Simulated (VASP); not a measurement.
Wanted: the native input for a VASP 6.6.1 run.

```
Task                   : relaxation of cell and atoms
Functional             : PBE
Potentials or basis    : VASP PAW PBE potentials, release 64 (Cu)
Cutoff                 : 600 eV
k mesh                 : 8 × 8 × 8
Occupations            : gaussian, width 0.1 eV
Spin                   : no spin polarisation
Dipole correction      : no
Further INCAR settings : ALGO = Fast; EDIFF = 1e-06; IBRION = 2; EDIFFG = -0.01; NSW = 100; ISIF = 3
```

The structure of Cu lies in POSCAR:

```
Cu
1.0
    4.6093965509      0.0000000000      0.0000000000
    0.0000000000      4.6093965509      0.0000000000
    0.0000000000      0.0000000000      4.6093965509
Cu
8
Direct
    0.5000000000      0.5000000000      0.5000000000
    0.0000000000      0.0000000000      0.0000000000
    0.2500000000      0.0000000000      0.5000000000
    0.5000000000      0.2500000000      0.0000000000
    0.5000000000      0.7500000000      0.0000000000
    0.7500000000      0.0000000000      0.5000000000
    0.0000000000      0.5000000000      0.7500000000
    0.0000000000      0.5000000000      0.2500000000
```

These files were run (other wordings do the same):

INCAR

```
PREC = Accurate
ENCUT = 600
EDIFF = 1E-6
ISMEAR = 0
SIGMA = 0.1
LREAL = False
LASPH = True
NELM = 60
ALGO = Fast
ISIF = 3
LWAVE = False
LCHARG = False
GGA = PE
IBRION = 2
NSW = 100
EDIFFG = -0.01
```

KPOINTS

```
regular mesh
0
Gamma
  8 8 8
```

Potentials or basis: VASP PAW PBE potentials, release 64 (Cu).

Run with:

```sh
$ cat potpaw_PBE.64/Cu/POTCAR > POTCAR
$ mpirun -np 1 vasp_std > vasp.out
```

Results of the run:

```yaml
Relaxed_volume: 12.37 Å³/atom
Relaxed_cell: a = 4.626 Å, b = 4.626 Å, c = 4.626 Å, α = 90.00°, β = 90.00°, γ = 90.00°
Space_group_after_relaxing_to_0.1_Å: Pm-3n (No. 223)
Energy_gained_by_relaxing: 0.2 meV/atom
Ionic_steps: 2
Pressure_after_relaxing: -0.1 GPa
Band_gap_on_the_k_mesh: zero (bands 44 and 45 overlap by 1.78 eV)
```

Wall time 6.7 min on 1 thread of Intel Xeon 8259CL, with other jobs on the host, peak memory 0.33 GiB.
